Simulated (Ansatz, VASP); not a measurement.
# Two plane-wave programs on Ga4AsP3

```
P Ga As
1.0
     7.22575   -1.94054    0.03140
     7.22575    1.94054    0.03140
    -3.14627    0.00000    5.93401
P Ga As
3 4 1
Direct
  0.00167 0.00167 0.66827
  0.75024 0.75024 0.08421
  0.49871 0.49871 0.16577
  0.18690 0.18690 0.85929
  0.93692 0.93692 0.27118
  0.68382 0.68382 0.34453
  0.44111 0.44111 0.77369
  0.25064 0.25064 0.58304
```

Alike in both runs: task single point; functional PBE; k mesh 8 × 8 × 4; occupations fermi-dirac, width 0.02 eV; no spin polarisation.

```csv
,VASP,Ansatz
version,VASP 6.6.1,Ansatz 0.2.0
potentials or method,"VASP PAW PBE potentials, release 64 (P, Ga_d, As)","plane waves, PAW"
plane-wave cutoff (eV),520,420
valence electrons in the cell,72,82
```

Ansatz gave:

| Property | Result |
| --- | --- |
| gap on the k mesh at the Fermi level (eV) | 1.14 |
| pressure (GPa) | 2.5 |
| rms of the force components (eV/Å) | 0.019 |

Which values does VASP return?

gap on the k mesh at the Fermi level (eV): 1.13; pressure (GPa): 2.5; rms of the force components (eV/Å): 0.024.

VASP's potentials hold 72 valence electrons a cell and Ansatz's 82, so a difference there can come from the potentials and not from the codes.
